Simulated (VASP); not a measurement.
Runs of VASP 6.6.1 on C. The structure is that of space group Fd-3m (No. 227), or close to it. The cells are those of the table. 

| task | cell | cutoff (eV) | smearing | gap on the mesh (eV) | pressure (GPa) | largest force (eV/Å) |
| --- | --- | --- | --- | --- | --- | --- |
| single point | a = 2.519 Å, angles 60.5°, 2 atoms | 600 | gaussian 0.02 eV | 4.00 | -7.7 | 0.01 |
| relaxation of the atoms | atoms relaxed from a = 2.519 Å, angles 60.5°, 2 atoms | 520 | gaussian 0.02 eV | 3.99 | -7.0 | - |
| single point | a = 2.519 Å, angles 60.5°, 2 atoms | 600 | gaussian 0.01 eV | 4.00 | -7.7 | 0.01 |
| single point | a = 2.511 Å, angles 60.7°, 2 atoms | 600 | gaussian 0.02 eV | 3.99 | (a) | 0.01 |
| relaxation of the atoms | atoms relaxed from a = 2.511 Å, angles 60.7°, 2 atoms | 520 | gaussian 0.02 eV | 3.99 | -4.9 | - |
| single point | a = 2.520 Å, angles 60.5°, 2 atoms | 600 | gaussian 0.02 eV | 4.00 | -7.9 | - |

Alike in all rows: level PBEsol; potentials or basis VASP PAW PBE potentials, release 64 (C); no spin polarisation; k mesh 9 × 9 × 9.

Q: Estimate the missing entries.

A: (a) -5.5.

Caveats: the PAW data sets were made with another functional, which shifts forces and pressure a little; an odd mesh through Γ misses points on the zone boundary, where band edges can lie; the cell stands under tension (at least some runs).
